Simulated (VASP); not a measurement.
Here is a VASP 6.6.1 calculation.

INCAR

```
SYSTEM = RbBr
PREC = Accurate
ENCUT = 520
EDIFF = 1E-6
ISMEAR = 0
SIGMA = 0.05
LREAL = .FALSE.
LASPH = .TRUE.
NELM = 80
ALGO = Normal
ISIF = 2
LWAVE = .FALSE.
LCHARG = .FALSE.
GGA = PE
NBANDS = 15
```

File KPOINTS:

```
Automatic mesh
0
G
  6 6 6
  0 0 0
```

Contents of POSCAR:

```
RbBr
1.0
    4.3048525893      0.0000000000      0.0000000000
    0.0000000000      4.3048525893      0.0000000000
    0.0000000000      0.0000000000      4.1929021031
Rb Br
1 1
Direct
   -0.0231445439      0.0000000000      0.0000000000
    0.5247561230      0.5000000000      0.5000000000
```

Potentials or basis: VASP PAW PBE potentials, release 64 (Rb_sv, Br).

Launch:

```console
$ cat potpaw_PBE.64/Rb_sv/POTCAR potpaw_PBE.64/Br/POTCAR > POTCAR
$ mpirun -np 1 vasp_std > vasp.out
```

Question: What does it give for the band gap on the k mesh?

Answer: 3.72 eV (least direct gap 3.84 eV).

Question: What does it give for the pressure?

Answer: -0.5 GPa.

Stress tensor (GPa, compression positive):
```
-0.69  0.00  0.00
 0.00 -0.68  0.00
 0.00  0.00  0.02
```

Caveat: the cell differs from its parent crystal (atoms displaced along a vibrational mode, the cell strained). A k mesh can miss the band edges.
